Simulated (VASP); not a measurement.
# W (Im-3m) in VASP: a series of runs, part 2 of 2

VASP 6.6.1.

## 5. Relaxation of cell and atoms, r2SCAN

This run uses another cell than the first one, of 15.90 Å³/atom, 1.004 times its volume.

POSCAR

```
W
1.0
   -1.5842204972      1.5842204972      1.5842204972
    1.5842204972     -1.5842204972      1.5842204972
    1.5842204972      1.5842204972     -1.5842204972
W
1
Direct
    0.0000000000      0.0000000000      0.0000000000
```

INCAR.step1

```
SYSTEM = W
  ALGO = Normal
  EDIFF = 1E-4
  ENCUT = 600
  GGA = PE
  ISMEAR = -1
  LASPH = .TRUE.
  LCHARG = .FALSE.
  LREAL = .FALSE.
  LWAVE = .TRUE.
  NELM = 60
  PREC = Accurate
  SIGMA = 0.15
```

INCAR.step2

```
SYSTEM = W
  ALGO = Normal
  EDIFF = 1E-6
  EDIFFG = -0.001
  ENCUT = 600
  IBRION = 2
  ISIF = 3
  ISMEAR = -1
  ISTART = 1
  LASPH = .TRUE.
  LCHARG = .FALSE.
  LMIXTAU = .TRUE.
  LREAL = .FALSE.
  LWAVE = .FALSE.
  METAGGA = R2SCAN
  NELM = 60
  NSW = 80
  PREC = Accurate
  SIGMA = 0.15
```

KPOINTS

```
k-points
0
G
  20 20 20
  0 0 0
```

Potentials or basis: VASP PAW PBE potentials, release 64 (W_sv).

Started as:

```console
$ cat potpaw_PBE.64/W_sv/POTCAR > POTCAR
$ cp INCAR.step1 INCAR
$ mpirun -np 1 vasp_std > vasp.out
$ cp INCAR.step2 INCAR
$ mpirun -np 1 vasp_std > vasp.out
```

OUTCAR:

```text
SYSTEM = W
   EDIFF = 1E-6
   EDIFFG = -0.001
   ENCUT = 600
   IBRION = 2
   ISIF = 3
   ISMEAR = -1
   ISTART = 1
   LASPH = .TRUE.
   LREAL = .FALSE.
   METAGGA = R2SCAN
   NELM = 60
   NSW = 80
   PREC = Accurate

 ion  position               nearest neighbor table
   1  0.000  0.000  0.000-

  LATTYP: Found a body centered cubic cell.
 ALAT       =     3.1684409944

  Lattice vectors:

 A1 = (  -1.5842204972,   1.5842204972,   1.5842204972)
 A2 = (   1.5842204972,  -1.5842204972,   1.5842204972)
 A3 = (   1.5842204972,   1.5842204972,  -1.5842204972)

Analysis of symmetry for initial positions (statically):
=====================================================================
 Subroutine PRICEL returns:
 Original cell was already a primitive cell.

 Routine SETGRP: Setting up the symmetry group for a
 body centered cubic supercell.

 Subroutine GETGRP returns: Found 48 space group operations
 (whereof 48 operations were pure point group operations)
 out of a pool of 48 trial point group operations.

The static configuration has the point symmetry O_h .

Analysis of symmetry for dynamics (positions and initial velocities):
=====================================================================
 Subroutine PRICEL returns:
 Original cell was already a primitive cell.

 Routine SETGRP: Setting up the symmetry group for a
 body centered cubic supercell.

 Subroutine GETGRP returns: Found 48 space group operations
 (whereof 48 operations were pure point group operations)
 out of a pool of 48 trial point group operations.

The dynamic configuration has the point symmetry O_h .

 Subroutine INISYM returns: Found 48 space group operations
 (whereof 48 operations are pure point group operations),
 and found     1 'primitive' translations

----------------------------------------------------------------------------------------

                                     Primitive cell

  volume of cell :      15.9040

  direct lattice vectors                    reciprocal lattice vectors
    -1.584220497  1.584220497  1.584220497     0.000000000  0.315612632  0.315612632
     1.584220497 -1.584220497  1.584220497     0.315612632  0.000000000  0.315612632
     1.584220497  1.584220497 -1.584220497     0.315612632  0.315612632  0.000000000

  length of vectors
     2.743950392  2.743950392  2.743950392     0.446343664  0.446343664  0.446343664

  position of ions in fractional coordinates (direct lattice)
     0.000000000  0.000000000  0.000000000

  ion indices of the primitive-cell ions
   primitive index   ion index
                 1           1

----------------------------------------------------------------------------------------

 KPOINTS: k-points

Automatic generation of k-mesh.
 Grid dimensions read from file:
 generate k-points for:   20   20   20

 Generating k-lattice:

  Cartesian coordinates                     Fractional coordinates (reciprocal lattice)
     0.000000000  0.015780632  0.015780632     0.050000000  0.000000000  0.000000000
     0.015780632  0.000000000  0.015780632     0.000000000  0.050000000  0.000000000
[... 42 lines left out ...]
   total plane-waves  NPLWV =  13824
   dimension x,y,z NGX =    24 NGY =   24 NGZ =   24
   dimension x,y,z NGXF=    48 NGYF=   48 NGZF=   48
   ions per type =               1
   NGX,Y,Z   is equivalent  to a cutoff of  14.54, 14.54, 14.54 a.u.
   NGXF,Y,Z  is equivalent  to a cutoff of  29.08, 29.08, 29.08 a.u.
 SYSTEM =  W
   PREC   = accura    normal or accurate (medium, high low for compatibility)
   ISTART =      1    job   : 0-new  1-cont  2-samecut
   ICHARG =      0    charge: 1-file 2-atom 10-const
   ISPIN  =      1    spin polarized calculation?
   LNONCOLLINEAR =      F non collinear calculations
   LSORBIT =      F    spin-orbit coupling
   LASPH  =      T    aspherical Exc in radial PAW
   ENCUT  =  600.0 eV  44.10 Ry    6.64 a.u.   5.48  5.48  5.48*2*pi/ulx,y,z
   NELM   =     60;   NELMIN=  2; NELMDL=  0     # of ELM steps
   EDIFF  = 0.1E-05   stopping-criterion for ELM
   LREAL  =      F    real-space projection
   EDIFFG = -.1E-02   stopping-criterion for IOM
   NSW    =     80    number of steps for IOM
   IBRION =      2    ionic relax: 0-MD 1-quasi-New 2-CG
   NFREE  =      1    steps in history (QN), initial steepest desc. (CG)
   ISIF   =      3    stress and relaxation
   ISYM   =      2    0-nonsym 1-usesym 2-fastsym
   POTIM  = 0.5000    time-step for ionic-motion
   TEBEG  =    0.0;   TEEND  =   0.0 temperature during run
   PSTRESS=    0.0 pullay stress
   NELECT =      14.0000    total number of electrons
   NUPDOWN=      -1.0000    fix difference up-down
   EMIN   =  10.00;   EMAX   =-10.00  energy-range for DOS
   EFERMI =   0.00;   METHOD = LEGACY
   ISMEAR =    -1;   SIGMA  =   0.15  broadening in eV -4-tet -1-fermi 0-gaus
   EFERMI_NEDOS =   21; number of points for ismear=-14 and -15
   IALGO  =     38    algorithm
   IMIX   =      4    mixing-type and parameters
     AMIX     =   0.40;   BMIX     =  1.00
     AMIX_MAG =   1.60;   BMIX_MAG =  1.00
  volume/ion in A,a.u.               =      15.90       107.33
  Fermi-wavevector in a.u.,A,eV,Ry     =   1.568972  2.964927 33.493100  2.461673
  Thomas-Fermi vector in A             =   2.670924
   LORBIT       =      0    0 simple, 1 ext, 2 COOP (PROOUT), +10 PAW based schemes
   METAGGA = R2SCAN    functional components
   LHFCALC =     F    Hartree Fock is set to
   AEXX    =    0.0000 exact exchange contribution
   IVDW    =     0    specifies the selected vdW correction
   LEPSILON=     F    determine dielectric tensor
   LRPA    =     F    only Hartree local field effects (RPA)
 conjugate gradient relaxation of ions
 non-spin polarized calculation
  energy-cutoff  :      600.00
  volume of cell :       15.90
 maximum number of plane-waves:       555
 NGX is ok and might be reduce to    24
   NGX = 11   NGY = 11   NGZ = 11

--------------------------------------- Ionic step        1  -------------------------------------------

 number of electron      14.0000002 magnetization

 Free energy of the ion-electron system (eV)
  ---------------------------------------------------
  ext. energy  EPLUGINS =         0.00000000
  ---------------------------------------------------
  free energy    TOTEN  =       -51.36955447 eV

  energy without entropy =      -51.34072606  energy(sigma->0) =      -51.35514026

------------------------ aborting loop because EDIFF is reached ----------------------------------------

  FORCE on cell =-STRESS in cart. coord.  units (eV):
  Direction    XX          YY          ZZ          XY          YZ          ZX
  --------------------------------------------------------------------------------------
  -------------------------------------------------------------------------------------
  Total        0.1319801      0.1319801      0.1319801      0.0000000      0.0000000     -0.0000000
  in kB       13.2957263     13.2957263     13.2957263      0.0000000      0.0000000     -0.0000000
  external PRESSURE =      13.2957263 kB  Pullay stress =       0.0000000 kB
[... 57 lines left out ...]
--------------------------------------- Ionic step        3  -------------------------------------------

 number of electron      14.0000002 magnetization

 Free energy of the ion-electron system (eV)
  ---------------------------------------------------
  ext. energy  EPLUGINS =         0.00000000
  ---------------------------------------------------
  free energy    TOTEN  =       -51.36981978 eV

  energy without entropy =      -51.34094762  energy(sigma->0) =      -51.35538370

 E-fermi :  11.1802     XC(G=0): -14.9117

 val. band max:       11.0305727286   @ k =  -0.3000   0.3000   0.2000
 cond. band min:      11.2230116692   @ k =   0.5000   0.5000   0.0500
 fundamental gap:      0.1924389406
 Fermi energy:        11.1801822275

 k-point     1 :       0.0000    0.0000    0.0000
  band No.  band energies     occupation
      1     -64.9406      2.00000
      2     -27.8121      2.00000
      3     -27.8121      2.00000
      4     -27.8121      2.00000
      5       1.0956      2.00000
      6       9.9137      1.99957
      7       9.9137      1.99957
      8       9.9137      1.99957
      9      13.7282      0.00000
     10      13.7283      0.00000
     11      26.4253      0.00000
[... 309 lines left out ...]
 k-point    24 :       0.2500    0.1000    0.0000
  band No.  band energies     occupation
      1     -64.8390      2.00000
      2     -28.7262      2.00000
      3     -28.1137      2.00000
      4     -27.8638      2.00000
      5       4.5595      2.00000
      6       8.2075      2.00000
      7       8.9460      2.00000
      8      12.8793      0.00002
      9      14.3106      0.00000
     10      14.4622      0.00000
     11      25.8169      0.00000

 [... further k-points ...]
[... 5 lines left out ...]
  --------------------------------------------------------------------------------------
  -------------------------------------------------------------------------------------
  Total        0.0000475      0.0000475      0.0000475     -0.0000000     -0.0000000      0.0000000
  in kB        0.0047665      0.0047665      0.0047665     -0.0000000     -0.0000000      0.0000000
  external PRESSURE =       0.0047665 kB  Pullay stress =       0.0000000 kB
[... 16 lines left out ...]
  FREE ENERGIE OF THE ION-ELECTRON SYSTEM (eV)
  ---------------------------------------------------
  free  energy   TOTEN  =       -51.3698197833 eV

  energy  without entropy=      -51.3409476194  energy(sigma->0) =      -51.35538370

 reached required accuracy - stopping structural energy minimisation
```

OSZICAR.step1:

```text
N       E                     dE             d eps       ncg     rms          rms(c)
DAV:   1     0.843416650140E+02    0.84342E+02   -0.85890E+03  5632   0.159E+03
DAV:   2    -0.118028399062E+02   -0.96145E+02   -0.93044E+02  6076   0.360E+02
DAV:   3    -0.135783791954E+02   -0.17755E+01   -0.17535E+01  6468   0.468E+01
DAV:   4    -0.135883062143E+02   -0.99270E-02   -0.99241E-02  6100   0.381E+00
DAV:   5    -0.135883844030E+02   -0.78189E-04   -0.78189E-04  6342   0.348E-01    0.208E+01
DAV:   6    -0.131009035405E+02    0.48748E+00   -0.57185E-01  5980   0.101E+01    0.831E+00
DAV:   7    -0.129735523205E+02    0.12735E+00   -0.30589E-01  6246   0.694E+00    0.632E-01
DAV:   8    -0.129694623522E+02    0.40900E-02   -0.38061E-03  5785   0.936E-01    0.718E-02
DAV:   9    -0.129694620092E+02    0.34305E-06   -0.91197E-05  4081   0.135E-01
   1 F= -.12969462E+02 E0= -.12952971E+02  d E =-.329816E-01
```

Run time: 3.1 min. Hardware: 1 thread of Intel Xeon Platinum 8559C (Emerald Rapids), shared host; peak memory 0.2 GiB.

What came out:

```
Free energy                            : -51.3698 eV
Relaxed volume                         : 15.97 Å³/atom
Relaxed cell                           : a = 2.748 Å, b = 2.748 Å, c = 2.748 Å, α = 109.47°, β = 109.47°, γ = 109.47°
Space group after relaxing (to 0.05 Å) : Im-3m (No. 229)
Energy gained by relaxing              : 0.3 meV/atom
Ionic steps                            : 3
Pressure after relaxing                : 0.0 GPa
Band gap on the k mesh                 : zero (band 7 reaches 16.47 eV, above the bottom of band 8 at 9.91 eV)
```

Step by step:
| step | energy change (eV) | largest force (eV/Å) | pressure (GPa) | volume (Å³) |
| --- | --- | --- | --- | --- |
| 1 | 0.0000 | 0.0000 | 1.33 | 15.90 |
| 2 | 0.0033 | 0.0000 | -4.64 | 16.21 |
| 3 | -0.0003 | 0.0000 | 0.00 | 15.97 |

Final structure:
```
W
1.0
    -1.58639    1.58639    1.58639
     1.58639   -1.58639    1.58639
     1.58639    1.58639   -1.58639
W
1
Direct
  0.00000 0.00000 0.00000
```

Caveat: the PAW data sets were made with another functional, which shifts forces and pressure a little; spin-orbit coupling is left out, which moves the levels of the heavy elements.

## 6. Single point, r2SCAN

This run uses another cell than the first one, of 15.90 Å³/atom, 1.004 times its volume.

POSCAR

```
W
1.0
   -1.5842204966      1.5842204966      1.5842204966
    1.5842204966     -1.5842204966      1.5842204966
    1.5842204966      1.5842204966     -1.5842204966
W
1
Direct
    0.0000000000      0.0000000000      0.0000000000
```

INCAR.step1

```
PREC = Accurate
ENCUT = 520
ISMEAR = 0
SIGMA = 0.1
LREAL = F
LASPH = T
NELM = 100
NBANDS = 13
GGA = PE
ALGO = Normal
EDIFF = 1E-4
LWAVE = T
LCHARG = F
```

INCAR.step2

```
PREC = Accurate
ENCUT = 520
EDIFF = 1E-6
ISMEAR = 0
SIGMA = 0.1
LREAL = F
LASPH = T
NELM = 100
ALGO = Normal
ISIF = 2
LWAVE = F
LCHARG = F
METAGGA = R2SCAN
LMIXTAU = T
NBANDS = 13
ISTART = 1
```

KPOINTS

```
regular mesh
0
Gamma
  18 18 18
```

Potentials or basis: VASP PAW PBE potentials, release 64 (W_sv).

Started as:

```console
$ cat potpaw_PBE.64/W_sv/POTCAR > POTCAR
$ cp INCAR.step1 INCAR
$ mpirun -np 1 vasp_std > vasp.out
$ cp INCAR.step2 INCAR
$ mpirun -np 1 vasp_std > vasp.out
```

Run time: 61 s. Hardware: 1 thread of Intel Xeon 6975P-C (Granite Rapids), shared host; peak memory 0.15 GiB.

It converged, with:

```yaml
Free_energy: -51.3476 eV
Pressure: 1.2 GPa
Band_gap_on_the_k_mesh: zero (band 7 reaches 16.56 eV, above the bottom of band 8 at 9.97 eV)
```

Levels at points of the mesh, in eV from the Fermi level:
```tsv
k point	band 4	band 5	band 6	band 7	band 8	band 9	band 10	band 11
(0.00, 0.00, 0.00)	-38.97	-10.10	-1.27	-1.27	-1.27	2.57	2.57	15.26
(0.50, 0.00, 0.00)	-38.98	-6.53	-3.73	0.52	2.40	3.45	6.32	11.62
(0.50, 0.50, 0.50)	-39.92	-5.98	-5.98	5.32	5.32	5.32	8.53	8.53
```

Caveat: the PAW data sets were made with another functional, which shifts forces and pressure a little; spin-orbit coupling is left out, which moves the levels of the heavy elements.

## 7. The runs side by side

```tsv
task	cell	k mesh	cutoff (eV)	smearing	gap on the mesh (eV)	pressure (GPa)
single point	a = 2.741 Å, angles 109.5°, 1 atom	8 × 8 × 8	520	gaussian 0.1 eV	none	2.7
single point	a = 2.744 Å, angles 109.5°, 1 atom	18 × 18 × 18	520	gaussian 0.1 eV	none	1.2
single point	a = 2.744 Å, angles 109.5°, 1 atom	20 × 20 × 20	520	fermi-dirac 0.15 eV	none	1.2
relaxation of cell and atoms	relaxed from a = 2.744 Å, angles 109.5°, 1 atom	20 × 20 × 20	600	fermi-dirac 0.15 eV	none	0.0
```

Alike in all rows: level r2SCAN; potentials or basis VASP PAW PBE potentials, release 64 (W_sv); no spin polarisation.

Every run on the cell as given and a fine mesh finds a metal.

Caveats: the PAW data sets were made with another functional, which shifts forces and pressure a little; spin-orbit coupling is left out, which moves the levels of the heavy elements.

Absolute energies hang on the potentials; compare differences alone.
